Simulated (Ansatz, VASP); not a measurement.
**Two plane-wave programs on Si3Bi**

```
Si Bi
1.0
    -2.76503    2.76503    2.76503
     2.76503   -2.76503    2.76503
     2.76503    2.76503   -2.76503
Si Bi
3 1
Cartesian
  2.7650 0.0000 0.0000
  0.0000 2.7650 0.0000
  0.0000 0.0000 2.7650
  0.0000 0.0000 0.0000
```

Alike in both runs: functional PBE; k mesh 12 × 12 × 12; occupations gaussian, width 0.1 eV; no spin polarisation.

Ansatz relaxed the structure, and its values are those at the end. VASP's run is a single point on that final structure, the one shown.

|  | VASP | Ansatz |
| --- | --- | --- |
| version | VASP 6.6.1 | Ansatz 0.2.0 |
| potentials or method | VASP PAW PBE potentials, release 64 (Si, Bi_d), cutoff 520 eV | scalar-relativistic, plane waves, PAW |
| valence electrons in the cell | 27 | 27 |

|  | VASP | Ansatz | Ansatz less VASP |
| --- | --- | --- | --- |
| gap on the k mesh at the Fermi level (eV) | none | none | - |
| pressure (GPa) | 0.0 | 0.0 | +0.04 |

A gap of «none» marks a metal or a gap that the smearing closes.

Neither program's run includes spin-orbit coupling.
